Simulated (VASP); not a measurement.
A run of VASP 6.6.1:

Contents of INCAR:

```
SYSTEM = GaP
ALGO = Normal
EDIFF = 1E-6
ENCUT = 520
GGA = PS
GGA_COMPAT = .FALSE.
ISIF = 2
ISMEAR = -1
LASPH = .TRUE.
LCHARG = .FALSE.
LORBIT = 11
LORBMOM = .TRUE.
LREAL = .FALSE.
LSORBIT = .TRUE.
LWAVE = .FALSE.
MAGMOM = 0 0 0 0 0 0
NBANDS = 30
NELM = 150
PREC = Accurate
SIGMA = 0.05
```

The input KPOINTS:

```
k-points
0
G
  6 6 6
  0 0 0
```

Contents of POSCAR:

```
GaP
1.0
    0.0000000000      2.7192171901      2.7192171901
    2.7192171901      0.0000000000      2.7192171901
    2.7192171901      2.7192171901      0.0000000000
Ga P
1 1
Direct
    0.0000000000      0.0000000000      0.0000000000
    0.7500000000      0.7500000000      0.7500000000
```

Potentials or basis: VASP PAW PBE potentials, release 64 (Ga_d, P).

Run with:

```bash
$ cat potpaw_PBE.64/Ga_d/POTCAR potpaw_PBE.64/P/POTCAR > POTCAR
$ mpirun -np 1 vasp_ncl > vasp.out
```

Hardware: 1 thread of Intel Xeon 8259CL, with other jobs on the host.

Problem. How long does it take, and how much memory?

Solution. Wall time 110 s on 1 thread of Intel Xeon 8259CL, with other jobs on the host, peak memory 0.29 GiB. Counts: scf iterations 13, k points 22.
